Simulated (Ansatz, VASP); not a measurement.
# One calculation of Sr3Zn, two programs

File INCAR:

```
SYSTEM = Sr3Zn
PREC = Accurate
ENCUT = 520
EDIFF = 1E-7
ISMEAR = -1
SIGMA = 0.05
LREAL = .FALSE.
LASPH = .TRUE.
NELM = 60
ALGO = Normal
ISIF = 2
LWAVE = .FALSE.
LCHARG = .FALSE.
GGA = PE
NBANDS = 29
```

Contents of KPOINTS:

```
Automatic mesh
0
G
  5 5 5
  0 0 0
```

The input POSCAR:

```
Sr3Zn
1.0
    5.3680750598      0.0000000000      0.0000000000
    0.0000000000      5.3680750598      0.0000000000
    0.0000000000      0.0000000000      5.3680750598
Sr Zn
3 1
Direct
    0.0000000000      0.5000000000      0.5000000000
    0.5000000000      0.5000000000      0.0000000000
    0.5000000000      0.0000000000      0.5000000000
    0.0000000000      0.0000000000      0.0000000000
```

The input input.yaml:

```yaml
crystal:
  lattice:
    - [5.3680750598, 0.0, 0.0]
    - [0.0, 5.3680750598, 0.0]
    - [0.0, 0.0, 5.3680750598]
  atoms:
    - { symbol: Sr, position: [0.0, 0.5, 0.5] }
    - { symbol: Sr, position: [0.5, 0.5, 0.0] }
    - { symbol: Sr, position: [0.5, 0.0, 0.5] }
    - { symbol: Zn, position: [0.0, 0.0, 0.0] }
hamiltonian:
  xc: pbe
  pseudopotentials: { kind: paw }
kpoints:
  mp_grid: { grid: [5, 5, 5] }
scf:
  occupations: { method: fermi_dirac, width: 0.05 }
output:
  forces: true
  stress: true
  eigenvalues: true
  write_density: true
  write_potential: true
  elf: true
  volumetric_format: npy
```

Alike in both runs: task single point; functional PBE; k mesh 5 × 5 × 5; occupations fermi-dirac, width 0.05 eV; no spin polarisation.

```csv
,VASP,Ansatz
version,VASP 6.6.1,Ansatz 0.2.0
potentials or method,"VASP PAW PBE potentials, release 64 (Sr_sv, Zn)",Ansatz PAW
plane-wave cutoff (eV),520,420
valence electrons in the cell,42,42
```

VASP gave:

| Property | Result |
| --- | --- |
| gap on the k mesh at the Fermi level (eV) | none |
| pressure (GPa) | 1.1 |

Problem. Which values does Ansatz return?

Solution. gap on the k mesh at the Fermi level (eV): none; pressure (GPa): 1.0.

A gap of «none» marks a metal or a gap that the smearing closes.
